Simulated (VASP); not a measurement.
Wanted: the native input for a VASP 6.6.1 run.

```
Task                   : single point
Functional             : BLYP
Potentials or basis    : VASP PAW PBE potentials, release 64 (Cu_sv_GW, O)
Cutoff                 : 820 eV
k mesh                 : 10 × 10 × 5
Occupations            : fermi-dirac, width 0.05 eV
Spin                   : no spin polarisation
Dipole correction      : no
Further INCAR settings : ALGO = Normal; EDIFF = 1e-06; NBANDS = 33
```

The structure of CuO lies in POSCAR:

```
CuO
1.0
    2.3418500000     -1.7113000000      0.0000000000
    2.3418500000      1.7113000000      0.0000000000
   -0.8500274268      0.0000000000      5.0578693947
Cu O
2 2
Direct
    0.5000000000      0.0000000000      0.5000000000
    0.0000000000      0.5000000000      0.0000000000
    0.4184000000      0.5816000000      0.7500000000
    0.5816000000      0.4184000000      0.2500000000
```

These files were run (other wordings do the same):

INCAR

```
  PREC = Accurate
  ENCUT = 820
  EDIFF = 1E-6
  ISMEAR = -1
  SIGMA = 0.05
  LREAL = False
  LASPH = True
  NELM = 120
  ALGO = Normal
  ISIF = 2
  LWAVE = False
  LCHARG = False
  GGA = B5
  ALDAX = 1.0
  AGGAX = 1.0
  AGGAC = 1.0
  ALDAC = 0.0
  NBANDS = 33
  GGA_COMPAT = False
```

KPOINTS

```
Automatic mesh
0
Gamma
  10 10 5
```

Potentials or basis: VASP PAW PBE potentials, release 64 (Cu_sv_GW, O).

Launch:

```console
$ cat potpaw_PBE.64/Cu_sv_GW/POTCAR potpaw_PBE.64/O/POTCAR > POTCAR
$ mpirun -np 1 vasp_std > vasp.out
```

It gave:

```json
{
  "Pressure": "12.0 GPa",
  "Largest force": "0.195 eV/Å",
  "Band gap on the k mesh": "zero (bands 25 and 26 overlap by 0.59 eV)"
}
```

Caveat: the cell stands under pressure; the PAW data sets were made with another functional, which shifts forces and pressure a little; semilocal functionals often make such compounds metallic where correlation or magnetic order opens a gap, which also shifts bond lengths.

Wall time 4.9 min on 1 thread of Intel(R) Xeon(R) Platinum 8559C (Emerald Rapids) (shared host), peak memory 0.45 GiB.
